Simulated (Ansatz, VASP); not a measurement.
**One calculation of MgCdO, two programs**

File INCAR:

```
PREC = Accurate
ENCUT = 750
EDIFF = 1E-6
ISMEAR = 0
SIGMA = 0.1
LREAL = F
LASPH = T
NELM = 200
ALGO = Normal
ISIF = 2
LWAVE = F
LCHARG = T
ISPIN = 2
MAGMOM = 0 0 1
LORBIT = 11
GGA = PE
LELF = T
LVHAR = T
NBANDS = 29
GGA_COMPAT = F
```

The input KPOINTS:

```
Automatic mesh
0
Gamma
  6 6 4
```

Contents of POSCAR:

```
MgCdO
1.0
    3.1721165802      0.0000000000      0.0000000000
    0.0000000000      3.1721165802      0.0000000000
    0.0000000000      0.0000000000      6.7039446044
Mg Cd O
1 1 1
Direct
    0.0000000000      0.0000000000      0.5000000000
    0.0000000000      0.0000000000      0.0000000000
    0.5000000000      0.5000000000      0.0000000000
```

Input for Ansatz:

```yaml
crystal:
  lattice:
    - [3.1721165802, 0.0, 0.0]
    - [0.0, 3.1721165802, 0.0]
    - [0.0, 0.0, 6.7039446044]
  atoms:
    - { symbol: Mg, position: [0.0, 0.0, 0.5] }
    - { symbol: Cd, position: [0.0, 0.0, 0.0] }
    - { symbol: O, position: [0.5, 0.5, 0.0], spin: 1.0 }
basis:
  ecutwfc: 420
kpoints:
  mp_grid: { grid: [6, 6, 4] }
hamiltonian:
  xc: pbe
scf:
  occupations: { method: gaussian, width: 0.1 }
  lower_state_search: "off"
output:
  forces: true
  stress: true
  eigenvalues: true
  populations: true
magnetization:
  spin_polarized: true
```

Change from the starting cell: species swapped into the TiOF type (P4/mmm, No. 123).

Alike in both runs: task single point; functional PBE; k mesh 6 × 6 × 4; occupations gaussian, width 0.1 eV; collinear spin.

```csv
,VASP,Ansatz
version,VASP 6.6.1,Ansatz 0.2.0
potentials or method,"VASP PAW PBE potentials, release 64 (Mg_sv, Cd_sv_GW, O), cutoff 750 eV","scalar-relativistic, plane waves, PAW"
valence electrons in the cell,36,36
```

Ansatz gave:

* gap on the k mesh at the Fermi level (eV): none
* pressure (GPa): 0.1
* traceless stress, the component that is largest in VASP (GPa): 0.24
* net moment per atom (μB): 0.00

Problem. Estimate VASP's values.

Solution. gap on the k mesh at the Fermi level (eV): none; pressure (GPa): -0.3; traceless stress, the component that is largest in VASP (GPa): 0.19; net moment per atom (μB): 0.00.

A gap of «none» marks a metal or a gap that the smearing closes. The functional is the same, so the differences come from potentials, cutoffs and numerics. Ansatz's warnings: seeded moment not kept.
